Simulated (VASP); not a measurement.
# TaWC2: single point with PBE

The system is TaWC2.

```
CELL_PARAMETERS angstrom
1.57186 0.90751 5.30568
-1.57186 0.90751 5.30568
0.00000 -1.81502 5.30568
ATOMIC_POSITIONS crystal
W 0.00000 0.00000 0.00000
Ta 0.50000 0.50000 0.50000
C 0.25093 0.25093 0.25093
C 0.74907 0.74907 0.74907
```

```
Program                : VASP 6.6.1
Task                   : single point
Functional             : PBE
Potentials or basis    : VASP PAW PBE potentials, release 64 (W_sv, Ta_pv, C)
Cutoff                 : 520 eV
k mesh                 : 8 × 8 × 8
Occupations            : fermi-dirac, width 0.05 eV
Spin                   : no spin polarisation
Dipole correction      : no
Further INCAR settings : ALGO = Normal; EDIFF = 1e-06; NBANDS = 24
```

* Pressure: -14.0 GPa
* Largest force: 0.066 eV/Å
* Band gap on the k mesh: zero (an odd number of electrons rules out a gap without spin polarisation)

Forces on the atoms (eV/Å):
```
W    0.000  0.000  0.000
Ta   0.000  0.000  0.000
C    0.000  0.000  0.066
C    0.000  0.000 -0.066
```

Stress tensor (GPa, compression positive):
```
-10.11   0.00   0.00
  0.00 -10.11   0.00
  0.00   0.00 -21.70
```

Levels at points of the mesh, in eV from the Fermi level:
```csv
k point,band 14,band 15,band 16,band 17,band 18,band 19,band 20,band 21
"(0.00, 0.00, 0.00)",-1.84,-1.84,-0.87,-0.61,-0.61,-0.18,-0.18,1.70
"(0.50, 0.00, 0.00)",-4.49,-4.10,-1.41,-0.86,1.59,2.31,3.21,3.76
"(0.50, 0.50, 0.00)",-4.83,-2.19,-1.94,1.37,1.40,1.71,2.32,3.39
"(0.50, 0.50, 0.50)",-3.94,-3.94,-0.78,-0.78,0.27,0.35,0.35,0.78
```

Wall time 3.8 min on 1 thread of Intel Xeon 8259CL, with other jobs on the host, peak memory 0.3 GiB.

Caveat: the cell stands under tension; spin-orbit coupling is left out, which moves the levels of the heavy elements.
